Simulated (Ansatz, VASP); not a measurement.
**Two plane-wave programs on LiF**

The input POSCAR:

```
LiF
1.0
    0.0000000000      2.0684825078      1.9948717406
    2.0684825078      0.0000000000      1.9948717406
    2.0684825078      2.0684825078      0.0000000000
Li F
1 1
Direct
    0.0000000000      0.0000000000      0.0000000000
    0.5000000000      0.5000000000      0.5000000000
```

Contents of INCAR.step1:

```
  PREC = Accurate
  ENCUT = 650
  EDIFF = 1E-5
  ISMEAR = 0
  SIGMA = 0.01
  LREAL = False
  LASPH = True
  NELM = 120
  ALGO = Normal
  ISIF = 2
  LWAVE = True
  NBANDS = 12
  GGA = PE
  GGA_COMPAT = False
  KPAR = 4
```

Contents of INCAR.step2:

```
  PREC = Accurate
  ENCUT = 650
  EDIFF = 1E-6
  ISMEAR = 0
  SIGMA = 0.01
  LREAL = False
  LASPH = True
  NELM = 120
  ALGO = Normal
  ISIF = 2
  LWAVE = False
  LCHARG = True
  GGA = PE
  LHFCALC = True
  HFSCREEN = 0.2079
  PRECFOCK = Normal
  LVHAR = True
  NBANDS = 12
  ISTART = 1
  GGA_COMPAT = False
  KPAR = 4
```

Contents of KPOINTS:

```
regular mesh
0
Gamma
  8 8 8
```

Input for Ansatz:

```yaml
crystal:
  lattice:
    - [0.0, 2.0684825078, 1.9948717406]
    - [2.0684825078, 0.0, 1.9948717406]
    - [2.0684825078, 2.0684825078, 0.0]
  atoms:
    - { symbol: Li, position: [0.0, 0.0, 0.0] }
    - { symbol: F, position: [0.5, 0.5, 0.5] }
kpoints:
  mp_grid: { grid: [8, 8, 8] }
  band_path:
    path:
      - [0.0, 0.0, 0.0]
      - [0.5, 0.0, 0.5]
      - [0.625, 0.25, 0.625]
      - [0.375, 0.375, 0.75]
      - [0.5, 0.5, 0.5]
      - [0.5, 0.25, 0.75]
    npoints: 1
hamiltonian:
  xc: hse06
scf:
  occupations: { method: fixed }
  n_extra_bands: 4
output:
  forces: true
  stress: true
  eigenvalues: true
  write_density: true
  write_potential: true
  elf: true
  volumetric_format: npy
```

Change from the starting cell: biaxial_xy strain +3.7%.

Alike in both runs: task single point; functional HSE06; k mesh 8 × 8 × 8; no spin polarisation.

|  | VASP | Ansatz |
| --- | --- | --- |
| version | VASP 6.6.1 | Ansatz 0.2.0 |
| potentials or method | VASP PAW PBE potentials, release 64 (Li_sv, F) | plane waves, PAW |
| plane-wave cutoff (eV) | 650 | 420 |
| occupations | gaussian, width 0.01 eV | fixed |
| valence electrons in the cell | 10 | 10 |

VASP gave:

```
gap on the k mesh at the Fermi level (eV)                     : 10.94
pressure (GPa)                                                : -4.3
traceless stress, the component that is largest in VASP (GPa) : 1.33
```

**Question.** What did Ansatz give for the same quantities?

**Answer.** gap on the k mesh at the Fermi level (eV): 10.95; pressure (GPa): -3.5; traceless stress, the component that is largest in VASP (GPa): 1.25.

Ansatz's warnings: stress exchange threshold loose, stress scf threshold loose.
